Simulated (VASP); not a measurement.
# NaI in VASP: settings compared

NaI is run at these levels: r2SCAN, PBE; tasks: single point.

All numbers are computed with VASP 6.6.1; they aren't measurements. Logs are shortened: lines on timing, memory, paths and dates and some standing lists are left out, and cuts for length are marked.

### Step 1. The cell of the first run

Symmetry: Fm-3m, No. 225, cubic system. Conventional cell: a = 6.718 Å, b = 6.718 Å, c = 6.718 Å, α = 90.00°, β = 90.00°, γ = 90.00°. Na (site symmetry m-3m) has 6 I at 3.36 Å within 4.4 Å. I (site symmetry m-3m) has 6 Na at 3.36 Å within 4.4 Å.

### Step 2. Single point, r2SCAN (strain +4.0%)

POSCAR

```
NaI
1.0
    0.0000000000      3.3589093703      3.3589093703
    3.3589093703      0.0000000000      3.3589093703
    3.3589093703      3.3589093703      0.0000000000
Na I
1 1
Direct
    0.0000000000      0.0000000000      0.0000000000
    0.5000000000      0.5000000000      0.5000000000
```

INCAR.step1

```
PREC = Accurate
ENCUT = 520
ISMEAR = 0
SIGMA = 0.01
LREAL = False
LASPH = True
NELM = 100
NBANDS = 14
GGA = PE
ALGO = Normal
EDIFF = 1E-4
LWAVE = True
LCHARG = False
```

INCAR.step2

```
PREC = Accurate
ENCUT = 520
EDIFF = 1E-6
ISMEAR = 0
SIGMA = 0.01
LREAL = False
LASPH = True
NELM = 100
ALGO = Normal
ISIF = 2
LWAVE = False
LCHARG = False
METAGGA = R2SCAN
LMIXTAU = True
NBANDS = 14
ISTART = 1
```

KPOINTS

```
regular mesh
0
Gamma
  8 8 8
```

Potentials or basis: VASP PAW PBE potentials, release 64 (Na_pv, I).

Launch:

```sh
cat potpaw_PBE.64/Na_pv/POTCAR potpaw_PBE.64/I/POTCAR > POTCAR
cp INCAR.step1 INCAR
mpirun -np 1 vasp_std > vasp.out
cp INCAR.step2 INCAR
mpirun -np 1 vasp_std > vasp.out
```

OUTCAR:

```text
PREC = Accurate
   ENCUT = 520
   EDIFF = 1E-6
   ISMEAR = 0
   LREAL = False
   LASPH = True
   NELM = 100
   ISIF = 2
   METAGGA = R2SCAN
   ISTART = 1

 ion  position               nearest neighbor table
   1  0.000  0.000  0.000-
   2  0.500  0.500  0.500-

  LATTYP: Found a face centered cubic cell.
 ALAT       =     6.7178187406

  Lattice vectors:

 A1 = (   0.0000000000,   3.3589093703,   3.3589093703)
 A2 = (   3.3589093703,   0.0000000000,   3.3589093703)
 A3 = (   3.3589093703,   3.3589093703,   0.0000000000)

Analysis of symmetry for initial positions (statically):
=====================================================================
 Subroutine PRICEL returns:
 Original cell was already a primitive cell.

 Routine SETGRP: Setting up the symmetry group for a
 face centered cubic supercell.

 Subroutine GETGRP returns: Found 48 space group operations
 (whereof 48 operations were pure point group operations)
 out of a pool of 48 trial point group operations.

The static configuration has the point symmetry O_h .

Analysis of symmetry for dynamics (positions and initial velocities):
=====================================================================
 Subroutine PRICEL returns:
 Original cell was already a primitive cell.

 Routine SETGRP: Setting up the symmetry group for a
 face centered cubic supercell.

 Subroutine GETGRP returns: Found 48 space group operations
 (whereof 48 operations were pure point group operations)
 out of a pool of 48 trial point group operations.

The dynamic configuration has the point symmetry O_h .

 Subroutine INISYM returns: Found 48 space group operations
 (whereof 48 operations are pure point group operations),
 and found     1 'primitive' translations

----------------------------------------------------------------------------------------

                                     Primitive cell

  volume of cell :      75.7923

  direct lattice vectors                    reciprocal lattice vectors
     0.000000000  3.358909370  3.358909370    -0.148857842  0.148857842  0.148857842
     3.358909370  0.000000000  3.358909370     0.148857842 -0.148857842  0.148857842
     3.358909370  3.358909370  0.000000000     0.148857842  0.148857842 -0.148857842

  length of vectors
     4.750215186  4.750215186  4.750215186     0.257829345  0.257829345  0.257829345

  position of ions in fractional coordinates (direct lattice)
     0.000000000  0.000000000  0.000000000
     0.500000000  0.500000000  0.500000000

  ion indices of the primitive-cell ions
   primitive index   ion index
                 1           1
                 2           2

----------------------------------------------------------------------------------------

 KPOINTS: regular mesh

Automatic generation of k-mesh.
 Grid dimensions read from file:
 generate k-points for:    8    8    8

 Generating k-lattice:

  Cartesian coordinates                     Fractional coordinates (reciprocal lattice)
    -0.018607230  0.018607230  0.018607230     0.125000000  0.000000000  0.000000000
     0.018607230 -0.018607230  0.018607230     0.000000000  0.125000000  0.000000000
     0.018607230  0.018607230 -0.018607230     0.000000000  0.000000000  0.125000000

  Length of vectors
     0.032228668  0.032228668  0.032228668

  Shift w.r.t. Gamma in fractional coordinates (k-lattice)
     0.000000000  0.000000000  0.000000000

 Subroutine IBZKPT returns following result:
 ===========================================

 Found     29 irreducible k-points:

 Following reciprocal coordinates:
            Coordinates               Weight
  0.000000  0.000000  0.000000      1.000000
  0.125000  0.000000  0.000000      8.000000
  0.250000  0.000000  0.000000      8.000000
  0.375000  0.000000  0.000000      8.000000
  0.500000  0.000000  0.000000      4.000000
  0.125000  0.125000  0.000000      6.000000
[... 16 lines left out ...]
  0.500000  0.250000  0.125000     48.000000
 -0.375000  0.250000  0.125000     24.000000
 [... further k-points ...]
   k-points           NKPTS =     29   k-points in BZ     NKDIM =     29   number of bands    NBANDS=     14
   number of dos      NEDOS =    301   number of ions     NIONS =      2
   total plane-waves  NPLWV =  46656
   dimension x,y,z NGX =    36 NGY =   36 NGZ =   36
   dimension x,y,z NGXF=    72 NGYF=   72 NGZF=   72
   ions per type =               1   1
   NGX,Y,Z   is equivalent  to a cutoff of  12.60, 12.60, 12.60 a.u.
   NGXF,Y,Z  is equivalent  to a cutoff of  25.20, 25.20, 25.20 a.u.
 SYSTEM =  unknown system
   PREC   = accura    normal or accurate (medium, high low for compatibility)
   ISTART =      1    job   : 0-new  1-cont  2-samecut
   ICHARG =      0    charge: 1-file 2-atom 10-const
   ISPIN  =      1    spin polarized calculation?
   LNONCOLLINEAR =      F non collinear calculations
   LSORBIT =      F    spin-orbit coupling
   LASPH  =      T    aspherical Exc in radial PAW
   ENCUT  =  520.0 eV  38.22 Ry    6.18 a.u.   8.83  8.83  8.83*2*pi/ulx,y,z
   NELM   =    100;   NELMIN=  2; NELMDL=  0     # of ELM steps
   EDIFF  = 0.1E-05   stopping-criterion for ELM
   LREAL  =      F    real-space projection
   EDIFFG = 0.1E-04   stopping-criterion for IOM
   NSW    =      0    number of steps for IOM
   IBRION =     -1    ionic relax: 0-MD 1-quasi-New 2-CG
   NFREE  =      0    steps in history (QN), initial steepest desc. (CG)
   ISIF   =      2    stress and relaxation
   ISYM   =      2    0-nonsym 1-usesym 2-fastsym
   POTIM  = 0.5000    time-step for ionic-motion
   TEBEG  =    0.0;   TEEND  =   0.0 temperature during run
   PSTRESS=    0.0 pullay stress
   NELECT =      14.0000    total number of electrons
   NUPDOWN=      -1.0000    fix difference up-down
   EMIN   =  10.00;   EMAX   =-10.00  energy-range for DOS
   EFERMI =   0.00;   METHOD = LEGACY
   ISMEAR =     0;   SIGMA  =   0.01  broadening in eV -4-tet -1-fermi 0-gaus
   EFERMI_NEDOS =   21; number of points for ismear=-14 and -15
   IALGO  =     38    algorithm
   IMIX   =      4    mixing-type and parameters
     AMIX     =   0.40;   BMIX     =  1.00
     AMIX_MAG =   1.60;   BMIX_MAG =  1.00
  volume/ion in A,a.u.               =      37.90       255.74
  Fermi-wavevector in a.u.,A,eV,Ry     =   0.932343  1.761874 11.827057  0.869264
  Thomas-Fermi vector in A             =   2.058931
   LORBIT       =      0    0 simple, 1 ext, 2 COOP (PROOUT), +10 PAW based schemes
   METAGGA = R2SCAN    functional components
   LHFCALC =     F    Hartree Fock is set to
   AEXX    =    0.0000 exact exchange contribution
   IVDW    =     0    specifies the selected vdW correction
   LEPSILON=     F    determine dielectric tensor
   LRPA    =     F    only Hartree local field effects (RPA)
 non-spin polarized calculation
 Gauss-broadening in eV      SIGMA  =   0.01
  energy-cutoff  :      520.00
  volume of cell :       75.79
 maximum number of plane-waves:      2085
   NGX = 17   NGY = 17   NGZ = 17

 number of electron      14.0000005 magnetization

 Free energy of the ion-electron system (eV)
  ---------------------------------------------------
  ext. energy  EPLUGINS =         0.00000000
  ---------------------------------------------------
  free energy    TOTEN  =       -31.03795329 eV

  energy without entropy =      -31.03795329  energy(sigma->0) =      -31.03795329

 E-fermi :  -0.1400     XC(G=0):  -7.6004

 val. band max:       -0.2396701023   @ k =   0.0000   0.0000   0.0000
 cond. band min:       3.8878828110   @ k =   0.0000   0.0000   0.0000
 fundamental gap:      4.1275529132
 Fermi energy:        -0.1400122799

 k-point     1 :       0.0000    0.0000    0.0000
  band No.  band energies     occupation
      1     -23.6369      2.00000
      2     -23.6367      2.00000
      3     -23.6367      2.00000
      4     -11.3222      2.00000
      5      -0.2397      2.00000
      6      -0.2397      2.00000
      7      -0.2397      2.00000
      8       3.8879      0.00000
      9       8.2181      0.00000
     10       8.2181      0.00000
     11       8.2181      0.00000
     12       9.9026      0.00000
     13       9.9026      0.00000
     14      10.7237      0.00000

 k-point     2 :       0.1250    0.0000    0.0000
  band No.  band energies     occupation
      1     -23.6371      2.00000
      2     -23.6369      2.00000
      3     -23.6367      2.00000
      4     -11.2892      2.00000
      5      -0.6023      2.00000
      6      -0.2761      2.00000
      7      -0.2761      2.00000
      8       4.3385      0.00000
      9       7.8498      0.00000
     10       8.3565      0.00000
     11       8.3565      0.00000
     12       9.5165      0.00000
     13       9.5165      0.00000
     14      11.1877      0.00000

 k-point     3 :       0.2500    0.0000    0.0000
  band No.  band energies     occupation
      1     -23.6381      2.00000
      2     -23.6370      2.00000
      3     -23.6368      2.00000
      4     -11.2072      2.00000
      5      -1.2929      2.00000
      6      -0.3607      2.00000
      7      -0.3607      2.00000
      8       5.1031      0.00000
      9       7.6690      0.00000
     10       8.2291      0.00000
     11       8.2291      0.00000
     12       9.7413      0.00000
     13       9.7413      0.00000
     14      10.6785      0.00000
[... 324 lines left out ...]
 k-point    23 :       0.5000    0.2500    0.1250
  band No.  band energies     occupation
      1     -23.6388      2.00000
      2     -23.6376      2.00000
      3     -23.6370      2.00000
      4     -11.0805      2.00000
      5      -1.7034      2.00000
      6      -0.9219      2.00000
      7      -0.5826      2.00000
      8       6.2253      0.00000
      9       6.8587      0.00000
     10       7.5763      0.00000
     11       8.6616      0.00000
     12      10.3387      0.00000
     13      12.1837      0.00000
     14      12.3809      0.00000

 k-point    24 :      -0.3750    0.2500    0.1250
  band No.  band energies     occupation
      1     -23.6390      2.00000
      2     -23.6377      2.00000
      3     -23.6371      2.00000
      4     -11.0519      2.00000
      5      -1.8199      2.00000
      6      -0.9866      2.00000
      7      -0.6379      2.00000
      8       6.3541      0.00000
      9       6.5865      0.00000
     10       8.3250      0.00000
     11       8.4611      0.00000
     12      10.6543      0.00000
     13      11.5681      0.00000
     14      12.7873      0.00000

 [... further k-points ...]

------------------------ aborting loop because EDIFF is reached ----------------------------------------

  FORCE on cell =-STRESS in cart. coord.  units (eV):
  Direction    XX          YY          ZZ          XY          YZ          ZX
  --------------------------------------------------------------------------------------
  -------------------------------------------------------------------------------------
  Total       -0.7274928     -0.7274928     -0.7274928     -0.0000000      0.0000000      0.0000000
  in kB      -15.3785153    -15.3785153    -15.3785153     -0.0000000      0.0000000      0.0000000
  external PRESSURE =     -15.3785153 kB  Pullay stress =       0.0000000 kB

 VOLUME and BASIS-vectors are now :
 -----------------------------------------------------------------------------
  energy-cutoff  :      520.00
  volume of cell :       75.79
      direct lattice vectors                 reciprocal lattice vectors
     0.000000000  3.358909370  3.358909370    -0.148857842  0.148857842  0.148857842
     3.358909370  0.000000000  3.358909370     0.148857842 -0.148857842  0.148857842
     3.358909370  3.358909370  0.000000000     0.148857842  0.148857842 -0.148857842

 POSITION                                       TOTAL-FORCE (eV/Angst)
 -----------------------------------------------------------------------------------
      0.00000      0.00000      0.00000        -0.000000      0.000000     -0.000000
      3.35891      3.35891      3.35891         0.000000      0.000000      0.000000
 -----------------------------------------------------------------------------------
    total drift:                                0.000000      0.000000      0.000000

  FREE ENERGIE OF THE ION-ELECTRON SYSTEM (eV)
  ---------------------------------------------------
  free  energy   TOTEN  =       -31.0379532866 eV

  energy  without entropy=      -31.0379532866  energy(sigma->0) =      -31.03795329
```

Wall time 49 s (1 thread of Intel Xeon 6975P-C (Granite Rapids), shared host); peak memory 0.22 GiB.

What came out:

- Free energy: -31.0380 eV
- Pressure: -1.5 GPa
- Band gap on the k mesh: 4.13 eV

Caveat: the cell differs from its parent crystal (strain +4.0%); the PAW data sets were made with another functional, which shifts forces and pressure a little; spin-orbit coupling is left out, which moves the levels of the heavy elements. A k mesh can miss the band edges.

### Step 3. Single point, PBE (uniaxial z strain +0.5%)

INCAR

```
SYSTEM = NaI
  PREC = Accurate
  ENCUT = 520
  EDIFF = 1E-7
  ISMEAR = -1
  SIGMA = 0.02
  LREAL = .FALSE.
  LASPH = .TRUE.
  NELM = 60
  ALGO = Normal
  ISIF = 2
  LWAVE = .FALSE.
  LCHARG = .FALSE.
  GGA = PE
  NBANDS = 14
```

KPOINTS

```
Automatic mesh
0
G
  8 8 8
  0 0 0
```

POSCAR

```
NaI
1.0
    0.0000000000      3.2297205484      3.2458691511
    3.2297205484      0.0000000000      3.2458691511
    3.2297205484      3.2297205484      0.0000000000
Na I
1 1
Direct
    0.0000000000      0.0000000000      0.0000000000
    0.5000000000      0.5000000000      0.5000000000
```

Potentials or basis: VASP PAW PBE potentials, release 64 (Na_pv, I).

Launch:

```sh
cat potpaw_PBE.64/Na_pv/POTCAR potpaw_PBE.64/I/POTCAR > POTCAR
mpirun -np 1 vasp_std > vasp.out
```

Wall time 22 s (1 thread of Intel Xeon 6975P-C (Granite Rapids), shared host); peak memory 0.23 GiB.

The run converged. Its results:

* Free energy: -5.3847 eV
* Pressure: 0.5 GPa
* Band gap on the k mesh: 3.64 eV

Stress tensor (GPa, compression positive):
```
0.49 0.00 0.00
0.00 0.49 0.00
0.00 0.00 0.37
```

Levels at points of the mesh, in eV from the valence-band top:
```tsv
k point	band 4	band 5	band 6	band 7	band 8	band 9	band 10	band 11
(0.00, 0.00, 0.00)	-11.02	-0.01	-0.01	0.00	3.64	7.90	7.94	7.94
(0.50, 0.00, 0.00)	-10.71	-2.19	-0.29	-0.28	5.09	7.42	7.46	8.73
(0.50, 0.50, 0.00)	-10.64	-1.91	-0.74	-0.74	4.49	5.56	9.85	11.32
(0.50, 0.00, 0.50)	-10.63	-1.91	-0.76	-0.74	4.49	5.54	9.89	11.26
```

Caveat: the cell differs from its parent crystal (uniaxial z strain +0.5%); spin-orbit coupling is left out, which moves the levels of the heavy elements.

### Step 4. Single point, r2SCAN (uniaxial z strain +0.5%)

POSCAR is that of step 3.

INCAR.step1

```
SYSTEM = NaI
ALGO = Normal ; EDIFF = 1E-4
ENCUT = 520 ; GGA = PE
ISMEAR = 0 ; LASPH = .TRUE.
LCHARG = .FALSE. ; LREAL = .FALSE.
LWAVE = .TRUE. ; NBANDS = 14
NELM = 100 ; PREC = Accurate
SIGMA = 0.01
```

INCAR.step2

```
SYSTEM = NaI
ALGO = Normal ; EDIFF = 1E-6
ENCUT = 520 ; ISIF = 2
ISMEAR = 0 ; ISTART = 1
LASPH = .TRUE. ; LCHARG = .FALSE.
LMIXTAU = .TRUE. ; LREAL = .FALSE.
LWAVE = .FALSE. ; METAGGA = R2SCAN
NBANDS = 14 ; NELM = 100
PREC = Accurate ; SIGMA = 0.01
```

KPOINTS

```
k-points
0
G
  8 8 8
  0 0 0
```

Launch:

```sh
cat potpaw_PBE.64/Na_pv/POTCAR potpaw_PBE.64/I/POTCAR > POTCAR
cp INCAR.step1 INCAR
mpirun -np 1 vasp_std > vasp.out
cp INCAR.step2 INCAR
mpirun -np 1 vasp_std > vasp.out
```

It took 89 s on 1 thread of Intel Xeon 6975P-C (Granite Rapids), shared host; peak memory 0.24 GiB.

Results (log left out):

| Quantity | Value |
| --- | --- |
| Free energy | -31.0855 eV |
| Pressure | -0.2 GPa |
| Band gap on the k mesh | 4.44 eV |

Stress tensor (GPa, compression positive):
```
-0.11  0.00  0.00
 0.00 -0.11  0.00
 0.00  0.00 -0.25
```

Levels at points of the mesh, in eV from the valence-band top:
| k point | band 3 | band 4 | band 5 | band 6 | band 7 | band 8 | band 9 | band 10 | band 11 | band 12 |
| --- | --- | --- | --- | --- | --- | --- | --- | --- | --- | --- |
| (0.00, 0.00, 0.00) | -23.25 | -11.35 | -0.01 | -0.01 | 0.00 | 4.44 | 8.45 | 8.48 | 8.48 | 10.30 |
| (0.50, 0.00, 0.00) | -23.25 | -11.02 | -2.19 | -0.31 | -0.30 | 5.69 | 8.05 | 8.09 | 9.78 | 11.06 |
| (0.50, 0.50, 0.00) | -23.25 | -10.94 | -1.94 | -0.76 | -0.76 | 5.23 | 6.03 | 10.71 | 12.17 | 12.31 |
| (0.50, 0.00, 0.50) | -23.25 | -10.93 | -1.94 | -0.78 | -0.76 | 5.22 | 6.01 | 10.75 | 12.17 | 12.25 |

Caveat: the cell differs from its parent crystal (uniaxial z strain +0.5%); the PAW data sets were made with another functional, which shifts forces and pressure a little; spin-orbit coupling is left out, which moves the levels of the heavy elements. A k mesh can miss the band edges.

### Step 5. Overview

| level | cell | smearing | gap on the mesh (eV) | pressure (GPa) |
| --- | --- | --- | --- | --- |
| r2SCAN | a = 4.750 Å, angles 60.0°, 2 atoms | gaussian 0.01 eV | 4.13 | -1.5 |
| PBE | a = 4.579, b = 4.579, c = 4.568 Å, angles 60.1, 60.1, 59.8°, 2 atoms | fermi-dirac 0.02 eV | 3.64 | 0.5 |
| r2SCAN | a = 4.579, b = 4.579, c = 4.568 Å, angles 60.1, 60.1, 59.8°, 2 atoms | gaussian 0.01 eV | 4.44 | -0.2 |

Alike in all rows: task single point; potentials or basis VASP PAW PBE potentials, release 64 (Na_pv, I); no spin polarisation; k mesh 8 × 8 × 8; cutoff (eV) 520.

Caveats: spin-orbit coupling is left out, which moves the levels of the heavy elements; the PAW data sets were made with another functional, which shifts forces and pressure a little (at least some runs).

Total energies depend on the potentials used, so only differences within one code and one set of settings carry meaning.
